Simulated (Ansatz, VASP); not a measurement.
## Two plane-wave programs on WS

```
W S
1.0
     0.00000    2.70147    2.70147
     5.55426    2.70147    2.70147
     5.55426    5.40294    0.00000
W S
2 2
Direct
  0.00000 0.00000 0.00000
  0.00000 0.00000 0.50000
  0.50000 0.50000 0.00000
  0.50000 0.50000 0.50000
```

Alike in both runs: functional PBE; k mesh 14 × 14 × 7; occupations gaussian, width 0.1 eV; collinear spin; Hubbard terms W d U = 6.2 eV.

Ansatz relaxed the structure, and its values are those at the end. VASP's run is a single point on that final structure, the one shown.

|  | VASP | Ansatz |
| --- | --- | --- |
| version | VASP 6.6.1 | Ansatz 0.2.0 |
| potentials or method | VASP PAW PBE potentials, release 64 (W_sv, S), cutoff 520 eV | scalar-relativistic, plane waves, PAW |
| valence electrons in the cell | 40 | 40 |

|  | VASP | Ansatz | Ansatz less VASP |
| --- | --- | --- | --- |
| gap on the k mesh at the Fermi level (eV) | none | none | - |
| pressure (GPa) | -3.4 | 0.0 | +3.38 |
| net moment per atom (μB) | 0.00 | 0.00 | 0.000 |
| size of the moment on the site where the two differ most (μB) | 3.08 | 2.84 | -0.247 |

Site moments also hang on the region over which each program counts them. The programs project onto different local orbitals, so the same U acts differently, and such runs can settle in different states. A gap of «none» marks a metal or a gap that the smearing closes. Ansatz's warnings: filled band counts differ across k points.

Spin-orbit coupling is off throughout.
